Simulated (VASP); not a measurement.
A run of VASP 6.6.1:

Contents of INCAR:

```
PREC     = Accurate       # precision mode
ENCUT    = 420            # plane-wave cutoff, eV
EDIFF    = 1E-6           # SCF threshold, eV
ISMEAR   = 0              # smearing method
SIGMA    = 0.05           # smearing width, eV
LREAL    = False          # projectors in reciprocal space
LASPH    = True           # aspherical terms in the spheres
NELM     = 200            # most SCF steps
ALGO     = Normal         # electronic algorithm
ISIF     = 2              # what is computed and relaxed
LWAVE    = False          # write WAVECAR
LCHARG   = True           # write CHGCAR
ISPIN    = 2              # spin polarisation
MAGMOM   = 0.5 0.5        # initial moments
LORBIT   = 11             # projections on sites
GGA      = PE             # functional
LELF     = True           # ELF
LVHAR    = True         
NBANDS   = 20             # bands
GGA_COMPAT= False
```

KPOINTS

```
Automatic mesh
0
Gamma
  1 1 19
```

File POSCAR:

```
BAs
1.0
    9.8000000000      0.0000000000      0.0000000000
    0.0000000000      9.3000000000      0.0000000000
    0.0000000000      0.0000000000      3.3732954637
B As
1 1
Direct
    0.4569732721      0.5000000000      0.0000000000
    0.5430267279      0.5000000000      0.5000000000
```

Potentials or basis: VASP PAW PBE potentials, release 64 (B, As_d).

The run is started by

```console
$ cat potpaw_PBE.64/B/POTCAR potpaw_PBE.64/As_d/POTCAR > POTCAR
$ mpirun -np 1 vasp_std > vasp.out
```

Hardware: 1 thread of AMD EPYC 7R43 64-Core Processor (Zen 3) (shared host).

Q: How long does it take, and how much memory?

A: Run time: 4.3 min on 1 thread of AMD EPYC 7R43 64-Core Processor (Zen 3) (shared host), peak memory 0.4 GiB. Counts: scf iterations 31, k points 10.
